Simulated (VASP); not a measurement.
# Co (P6_3/mmc) in VASP: relaxation of cell and atoms with PBE

Aim: the relaxation of cell and atoms of Co with PBE.

All numbers are computed with VASP 6.6.1; they aren't measurements. Logs are shortened: lines on timing, memory, paths and dates and some standing lists are left out, and cuts for length are marked.

## Step 1: The cell of the first run

The structure is hexagonal, space group P6_3/mmc (No. 194). Conventional cell: a = 2.336 Å, b = 2.336 Å, c = 3.771 Å, α = 90.00°, β = 90.00°, γ = 120.00°. Within 3.1 Å of Co (site symmetry -6m2) lie 12 Co at 2.32 to 2.34 Å.

## Step 2: Relaxation of cell and atoms, PBE, collinear spin, ferromagnetic start, target pressure 67 GPa, at which the enthalpy is minimised

Input file INCAR:

```
ALGO     = Normal         # electronic algorithm
EDIFF    = 1E-6           # SCF threshold, eV
EDIFFG   = -0.005         # ionic threshold
ENCUT    = 600            # plane-wave cutoff, eV
GGA      = PE             # functional
IBRION   = 2              # ionic algorithm
ISIF     = 3              # what is computed and relaxed
ISMEAR   = -1             # smearing method
ISPIN    = 2              # spin polarisation
LASPH    = T              # aspherical terms in the spheres
LCHARG   = F              # write CHGCAR
LMAXMIX  = 4              # l up to which the mixer works
LORBIT   = 11             # projections on sites
LREAL    = F              # projectors in reciprocal space
LWAVE    = F              # write WAVECAR
MAGMOM   = 1.7 1.7        # initial moments
NELM     = 150            # most SCF steps
NSW      = 32             # ionic steps
PREC     = Accurate       # precision mode
PSTRESS  = 670.0        
SIGMA    = 0.05           # smearing width, eV
```

Input file KPOINTS:

```
k-points
0
Gamma
  19 19 10
```

Input file POSCAR:

```
Co
1.0
    2.3363451310      0.0000000000      0.0000000000
   -1.1681725655      2.0233342355      0.0000000000
    0.0000000000      0.0000000000      3.7714153234
Co
2
Direct
    0.3333333333      0.6666666667      0.2500000000
    0.6666666667      0.3333333333      0.7500000000
```

Potentials or basis: VASP PAW PBE potentials, release 64 (Co).

Run with:

```
$ cat potpaw_PBE.64/Co/POTCAR > POTCAR
$ mpirun -np 1 vasp_std > vasp.out
```

OUTCAR:

```text
EDIFF = 1E-6
   EDIFFG = -0.005
   ENCUT = 600
   GGA = PE
   IBRION = 2
   ISIF = 3
   ISMEAR = -1
   ISPIN = 2
   LASPH = T
   LORBIT = 11
   LREAL = F
   NELM = 150
   NSW = 32
   PREC = Accurate
   PSTRESS = 670.0

 ion  position               nearest neighbor table
   1  0.333  0.667  0.250-   2 2.32   2 2.32   2 2.32   2 2.32   2 2.32   2 2.32
   2  0.667  0.333  0.750-   1 2.32   1 2.32   1 2.32   1 2.32   1 2.32   1 2.32

  LATTYP: Found a hexagonal cell.
 ALAT       =     2.3363451310
 C/A-ratio  =     1.6142372432

  Lattice vectors:

 A1 = (   2.3363451310,   0.0000000000,   0.0000000000)
 A2 = (  -1.1681725655,   2.0233342355,   0.0000000000)
 A3 = (   0.0000000000,   0.0000000000,   3.7714153234)

Analysis of symmetry for initial positions (statically):
=====================================================================
 Subroutine PRICEL returns:
 Original cell was already a primitive cell.

 Routine SETGRP: Setting up the symmetry group for a
 hexagonal supercell.

 Subroutine GETGRP returns: Found 24 space group operations
 (whereof 12 operations were pure point group operations)
 out of a pool of 24 trial point group operations.

The static configuration has the point symmetry D_3d.
 The point group associated with its full space group is D_6h.

Analysis of symmetry for dynamics (positions and initial velocities):
=====================================================================
 Subroutine PRICEL returns:
 Original cell was already a primitive cell.

 Routine SETGRP: Setting up the symmetry group for a
 hexagonal supercell.

 Subroutine GETGRP returns: Found 24 space group operations
 (whereof 12 operations were pure point group operations)
 out of a pool of 24 trial point group operations.

The dynamic configuration has the point symmetry D_3d.
 The point group associated with its full space group is D_6h.

Analysis of structural, dynamic, and magnetic symmetry:
=====================================================================
 Subroutine PRICEL returns:
 Original cell was already a primitive cell.

 Routine SETGRP: Setting up the symmetry group for a
 hexagonal supercell.

 Subroutine GETGRP returns: Found 24 space group operations
 (whereof 12 operations were pure point group operations)
 out of a pool of 24 trial point group operations.

The overall configuration has the point symmetry D_3d.
 The point group associated with its full space group is D_6h.

 Subroutine INISYM returns: Found 24 space group operations
 (whereof 12 operations are pure point group operations),
 and found     1 'primitive' translations

----------------------------------------------------------------------------------------

                                     Primitive cell

  volume of cell :      17.8283

  direct lattice vectors                    reciprocal lattice vectors
     2.336345131  0.000000000  0.000000000     0.428018954  0.247116859  0.000000000
    -1.168172565  2.023334236  0.000000000     0.000000000  0.494233717  0.000000000
     0.000000000  0.000000000  3.771415323     0.000000000  0.000000000  0.265152447

  length of vectors
     2.336345131  2.336345131  3.771415323     0.494233717  0.494233717  0.265152447

  position of ions in fractional coordinates (direct lattice)
     0.333333333  0.666666667  0.250000000
     0.666666667  0.333333333  0.750000000

  ion indices of the primitive-cell ions
   primitive index   ion index
                 1           1
                 2           2

----------------------------------------------------------------------------------------

 KPOINTS: k-points

Automatic generation of k-mesh.
 Grid dimensions read from file:
 generate k-points for:   19   19   10

 Generating k-lattice:

  Cartesian coordinates                     Fractional coordinates (reciprocal lattice)
     0.022527313  0.013006150  0.000000000     0.052631579  0.000000000  0.000000000
     0.000000000  0.026012301  0.000000000     0.000000000  0.052631579  0.000000000
     0.000000000  0.000000000  0.026515245     0.000000000  0.000000000  0.100000000

  Length of vectors
     0.026012301  0.026012301  0.026515245

  Shift w.r.t. Gamma in fractional coordinates (k-lattice)
     0.000000000  0.000000000  0.000000000

 Subroutine IBZKPT returns following result:
 ===========================================

 Found    240 irreducible k-points:

 Following reciprocal coordinates:
            Coordinates               Weight
  0.000000  0.000000  0.000000      1.000000
  0.052632 -0.000000  0.000000      6.000000
  0.105263 -0.000000  0.000000      6.000000
  0.157895  0.000000  0.000000      6.000000
  0.210526  0.000000  0.000000      6.000000
  0.263158 -0.000000  0.000000      6.000000
[... 16 lines left out ...]
  0.263158  0.105263  0.000000     12.000000
  0.315789  0.105263  0.000000     12.000000
 [... further k-points ...]
   k-points           NKPTS =    240   k-points in BZ     NKDIM =    240   number of bands    NBANDS=     15
   number of dos      NEDOS =    301   number of ions     NIONS =      2
   total plane-waves  NPLWV =  12000
   dimension x,y,z NGX =    20 NGY =   20 NGZ =   30
   dimension x,y,z NGXF=    40 NGYF=   40 NGZF=   60
   ions per type =               2
   NGX,Y,Z   is equivalent  to a cutoff of  14.23, 14.23, 13.22 a.u.
   NGXF,Y,Z  is equivalent  to a cutoff of  28.46, 28.46, 26.45 a.u.
 SYSTEM =  unknown system
   PREC   = accura    normal or accurate (medium, high low for compatibility)
   ISTART =      0    job   : 0-new  1-cont  2-samecut
   ICHARG =      2    charge: 1-file 2-atom 10-const
   ISPIN  =      2    spin polarized calculation?
   LNONCOLLINEAR =      F non collinear calculations
   LSORBIT =      F    spin-orbit coupling
   LASPH  =      T    aspherical Exc in radial PAW
   ENCUT  =  600.0 eV  44.10 Ry    6.64 a.u.   4.67  4.67  7.53*2*pi/ulx,y,z
   NELM   =    150;   NELMIN=  2; NELMDL= -5     # of ELM steps
   EDIFF  = 0.1E-05   stopping-criterion for ELM
   LREAL  =      F    real-space projection
   EDIFFG = -.5E-02   stopping-criterion for IOM
   NSW    =     32    number of steps for IOM
   IBRION =      2    ionic relax: 0-MD 1-quasi-New 2-CG
   NFREE  =      1    steps in history (QN), initial steepest desc. (CG)
   ISIF   =      3    stress and relaxation
   ISYM   =      2    0-nonsym 1-usesym 2-fastsym
   POTIM  = 0.5000    time-step for ionic-motion
   TEBEG  =    0.0;   TEEND  =   0.0 temperature during run
   PSTRESS=  670.0 pullay stress
   NELECT =      18.0000    total number of electrons
   NUPDOWN=      -1.0000    fix difference up-down
   EMIN   =  10.00;   EMAX   =-10.00  energy-range for DOS
   EFERMI =   0.00;   METHOD = LEGACY
   ISMEAR =    -1;   SIGMA  =   0.05  broadening in eV -4-tet -1-fermi 0-gaus
   EFERMI_NEDOS =   21; number of points for ismear=-14 and -15
   IALGO  =     38    algorithm
   IMIX   =      4    mixing-type and parameters
     AMIX     =   0.40;   BMIX     =  1.00
     AMIX_MAG =   1.60;   BMIX_MAG =  1.00
  volume/ion in A,a.u.               =       8.91        60.16
  Fermi-wavevector in a.u.,A,eV,Ry     =   1.642338  3.103570 36.698664  2.697276
  Thomas-Fermi vector in A             =   2.732658
   LORBIT       =     11    0 simple, 1 ext, 2 COOP (PROOUT), +10 PAW based schemes
   GGA     = PE    functional components
   LHFCALC =     F    Hartree Fock is set to
   AEXX    =    0.0000 exact exchange contribution
   IVDW    =     0    specifies the selected vdW correction
   LEPSILON=     F    determine dielectric tensor
   LRPA    =     F    only Hartree local field effects (RPA)
 conjugate gradient relaxation of ions
 spin polarized calculation
  energy-cutoff  :      600.00
  volume of cell :       17.83
 maximum number of plane-waves:       610
 NGX is ok and might be reduce to    20
   NGX =  9   NGY =  9   NGZ = 15

--------------------------------------- Ionic step        1  -------------------------------------------

 number of electron      17.9999999 magnetization       2.8810466

 Free energy of the ion-electron system (eV)
  ---------------------------------------------------
  ext. energy  EPLUGINS =         0.00000000
  ---------------------------------------------------
  free energy    TOTEN  =       -13.43382240 eV

  energy without entropy =      -13.41880232  energy(sigma->0) =      -13.42631236

------------------------ aborting loop because EDIFF is reached ----------------------------------------

  FORCE on cell =-STRESS in cart. coord.  units (eV):
  Direction    XX          YY          ZZ          XY          YZ          ZX
  --------------------------------------------------------------------------------------
  -------------------------------------------------------------------------------------
  Total        7.2349336      7.2349336      7.2192813      0.0000000     -0.0000000      0.0000000
  in kB      650.1837978    650.1837978    648.7771672      0.0000000     -0.0000000      0.0000000
  external PRESSURE =     -20.2850791 kB  Pullay stress =     670.0000000 kB
[... 61 lines left out ...]
  enthalpy is  TOTEN    =        -5.9750010995 eV   P V=        7.3343217586

--------------------------------------- Ionic step        3  -------------------------------------------

 number of electron      17.9999998 magnetization       2.8658539

 Free energy of the ion-electron system (eV)
  ---------------------------------------------------
  ext. energy  EPLUGINS =         0.00000000
  ---------------------------------------------------
  free energy    TOTEN  =       -13.40262651 eV

  energy without entropy =      -13.38716109  energy(sigma->0) =      -13.39489380

 E-fermi :  13.3914     XC(G=0): -14.6302

 val. band max:       13.3910793076   @ k =   0.1579   0.0526   0.2000
 cond. band min:      13.3989429524   @ k =   0.2105   0.1579   0.2000
 fundamental gap:      0.0078636448
 Fermi energy:        13.3914216633

 spin component 1

 k-point     1 :       0.0000    0.0000    0.0000
  band No.  band energies     occupation
      1       3.2822      1.00000
      2       7.2312      1.00000
      3      10.5007      1.00000
      4      10.5130      1.00000
      5      10.5130      1.00000
      6      10.9551      1.00000
      7      10.9551      1.00000
      8      11.4272      1.00000
      9      11.4272      1.00000
     10      12.9350      0.99989
     11      12.9350      0.99989
     12      13.3012      0.85870
     13      21.8251      0.00000
     14      37.0370      0.00000
     15      40.8070      0.00000
[... 399 lines left out ...]
      1       7.4527      1.00000
      2       8.1257      1.00000
      3       8.3221      1.00000
      4       9.6150      1.00000
      5      10.2686      1.00000
      6      10.8148      1.00000
      7      10.8521      1.00000
      8      12.4037      1.00000
      9      12.8477      0.99998
     10      13.1657      0.98917
     11      13.8213      0.00018
     12      21.5686      0.00000
     13      22.5215      0.00000
     14      25.0243      0.00000
     15      28.9807      0.00000

 [... further k-points ...]

 spin component 2

 k-point     1 :       0.0000    0.0000    0.0000
  band No.  band energies     occupation
      1       3.3217      1.00000
      2       8.0844      1.00000
      3      11.9638      1.00000
      4      11.9645      1.00000
      5      11.9645      1.00000
      6      12.4621      1.00000
      7      12.4621      1.00000
      8      13.0018      0.99959
      9      13.0018      0.99959
     10      13.3071      0.84386
     11      14.6262      0.00000
     12      14.6262      0.00000
     13      22.7851      0.00000
     14      36.8442      0.00000
     15      40.7246      0.00000
[... 443 lines left out ...]
  FREE ENERGIE OF THE ION-ELECTRON SYSTEM (eV)
  ---------------------------------------------------
  free  energy   TOTEN  =       -13.4026265080 eV

  energy  without entropy=      -13.3871610935  energy(sigma->0) =      -13.39489380

  enthalpy is  TOTEN    =        -5.9788754811 eV   P V=        7.4237510270

 reached required accuracy - stopping structural energy minimisation

 total charge

# of ion       s       p       d       tot
------------------------------------------
    1        0.585   0.724   7.441   8.750
    2        0.585   0.724   7.441   8.750
--------------------------------------------------
tot          1.170   1.447  14.883  17.500

 magnetization (x)

# of ion       s       p       d       tot
------------------------------------------
    1       -0.017  -0.054   1.485   1.414
    2       -0.017  -0.054   1.485   1.414
--------------------------------------------------
tot         -0.033  -0.108   2.970   2.829
```

Wall time 2.3 min (1 thread of Intel Xeon 6975P-C (Granite Rapids), shared host); peak memory 0.24 GiB.

What came out:

- Free energy: -13.4026 eV
- Relaxed volume: 8.88 Å³/atom
- Relaxed cell: a = 2.333 Å, b = 2.333 Å, c = 3.766 Å, α = 90.00°, β = 90.00°, γ = 120.00°
- Space group after relaxing (to 0.1 Å): P6_3/mmc (No. 194)
- Energy change on relaxing (the run minimises the enthalpy): +15.6 meV/atom
- Ionic steps: 3
- Pressure after relaxing: 67.0 GPa
- Net moment: 2.87 μB per cell
- Site moments: Co +1.41 μB
- Valence electrons inside the program's atomic spheres: Co 8.75

The path:
```csv
step,energy change (eV),largest force (eV/Å),pressure (GPa),volume (Å³)
1,0.0000,0.0000,64.97,17.83
2,0.1245,0.0000,72.84,17.54
3,0.0312,0.0000,67.02,17.75
```

Final structure:
```
CELL_PARAMETERS angstrom
2.33311 0.00000 0.00000
-1.16655 2.02053 0.00000
0.00000 0.00000 3.76582
ATOMIC_POSITIONS crystal
Co 0.33333 0.66667 0.25000
Co 0.66667 0.33333 0.75000
```

Levels at points of the mesh, in eV from the Fermi level:
Spin up:
| k point | band 7 | band 8 | band 9 | band 10 | band 11 | band 12 | band 13 | band 14 |
| --- | --- | --- | --- | --- | --- | --- | --- | --- |
| (0.00, 0.00, 0.00) | -2.44 | -1.96 | -1.96 | -0.46 | -0.46 | -0.09 | 8.43 | 23.65 |
| (0.00, 0.00, 0.50) | -2.97 | -2.97 | -0.87 | -0.87 | -0.87 | -0.87 | 17.58 | 17.58 |
Spin down:
| k point | band 5 | band 6 | band 7 | band 8 | band 9 | band 10 |
| --- | --- | --- | --- | --- | --- | --- |
| (0.00, 0.00, 0.00) | -1.43 | -0.93 | -0.93 | -0.39 | -0.39 | -0.08 |
| (0.00, 0.00, 0.50) | -1.51 | -1.51 | -1.51 | -1.51 | 0.80 | 0.80 |

Caveat: the cell is relaxed towards a set pressure, so the run minimises the enthalpy, not the energy.
